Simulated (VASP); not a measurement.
Ga: single point with PBE

The system is Ga.

```
Ga
1.0
     2.83399    0.00000    0.00000
     0.00000    3.28161    0.00000
    -1.37030    0.00000    3.99027
Ga
2
Direct
  0.13460 0.75000 0.77017
  0.86540 0.25000 0.22983
```

```yaml
Program: VASP 6.6.1
Task: single point
Functional: PBE
Potentials_or_basis: VASP PAW PBE potentials, release 64 (Ga_d)
Cutoff: 520 eV
k_mesh: 10 × 8 × 7
Occupations: fermi-dirac, width 0.05 eV
Spin: no spin polarisation
Dipole_correction: no
Further_INCAR_settings: ALGO = Fast; EDIFF = 1e-06; NBANDS = 20
```

| Item | Value |
| --- | --- |
| Pressure | 2.1 GPa |
| Largest force | 0.014 eV/Å |
| Band gap on the k mesh | zero (band 13 reaches 10.00 eV, above the bottom of band 14 at 1.64 eV) |

Forces in eV/Å, atoms in the order of the input:
```
Ga  -0.006  0.000 -0.013
Ga   0.006  0.000  0.013
```

Stress tensor (GPa, compression positive):
```
 1.90  0.00 -0.20
 0.00  1.31  0.00
-0.20  0.00  3.11
```

Levels at points of the mesh, in eV from the Fermi level:
```csv
k point,band 9,band 10,band 11,band 12,band 13,band 14,band 15,band 16,band 17,band 18
"(0.00, 0.00, 0.00)",-14.73,-14.59,-11.21,-1.90,-1.27,2.01,5.76,8.64,9.79,10.81
"(0.50, 0.00, 0.00)",-14.64,-14.64,-6.35,-5.24,-1.35,0.19,6.14,6.64,8.71,9.11
"(0.00, 0.50, 0.00)",-14.66,-14.66,-7.64,-7.64,1.91,1.91,2.84,2.84,10.98,10.98
"(0.50, 0.50, 0.00)",-14.63,-14.63,-2.97,-2.97,-1.68,-1.68,2.19,2.19,4.55,4.55
```

Run time: 53 s on 1 thread of AMD EPYC 9R45 96-Core Processor (Zen 5), with other jobs on the host, peak memory 0.19 GiB.
